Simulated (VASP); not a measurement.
Sn2F, 6 atoms in the cell. Symmetry: P6/mmm, No. 191, hexagonal system. The conventional cell has a = 5.011 Å, b = 5.011 Å, c = 3.139 Å, α = 90.00°, β = 90.00°, γ = 120.00°. Sn (site symmetry -6m2) has 3 F at 2.89 Å and 5 Sn at 2.89 to 3.14 Å within 3.8 Å. F (site symmetry 6/mmm) has 6 Sn at 2.89 Å and 2 F at 3.14 Å within 3.8 Å. 

* Program: VASP 6.6.1
* Task: single point
* Functional: PBE
* Potentials or basis: VASP PAW PBE potentials, release 64 (Sn_d, F)
* Cutoff: 600 eV
* k mesh: 8 × 4 × 4
* Occupations: gaussian, width 0.2 eV
* Spin: no spin polarisation
* Dipole correction: no
* Further INCAR settings: ALGO = Normal; EDIFF = 1e-06; NBANDS = 44

Potentials or basis: VASP PAW PBE potentials, release 64 (Sn_d, F).

Command:

```console
$ cat potpaw_PBE.64/Sn_d/POTCAR potpaw_PBE.64/F/POTCAR > POTCAR
$ mpirun -np 1 vasp_std > vasp.out
```

Hardware: 1 thread of Intel Xeon 8259CL (shared host).

Question: How long does it take, and how much memory?

Answer: Run time: 12 min on 1 thread of Intel Xeon 8259CL (shared host), peak memory 0.42 GiB. Counts: scf iterations 17, k points 45.
